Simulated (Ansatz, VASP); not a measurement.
# One calculation of HgTe, two programs

```
Hg Te
1.0
     0.00000    2.90189    2.90189
     2.90189    0.00000    2.90189
     2.90189    2.90189    0.00000
Hg Te
1 1
Direct
  0.00000 0.00000 0.00000
  0.50000 0.50000 0.50000
```

Change from the starting cell: volume scaled by 0.98.

Alike in both runs: task single point; functional LDA; k mesh 10 × 10 × 10; occupations fermi-dirac, width 0.08 eV; no spin polarisation.

|  | VASP | Ansatz |
| --- | --- | --- |
| version | VASP 6.6.1 | Ansatz 0.2.0 |
| potentials or method | VASP PAW LDA potentials, release 64 (Hg, Te), cutoff 500 eV | all-electron LAPW, scalar-relativistic |

|  | VASP | Ansatz | Ansatz less VASP |
| --- | --- | --- | --- |
| pressure (GPa) | 6.3 | 5.7 | -0.60 |

LDA's correlation is that of Perdew and Zunger in VASP and of Perdew and Wang (1992) in Ansatz. Ansatz ran all-electron here, and VASP with PAW potentials.

Spin-orbit coupling is off throughout.
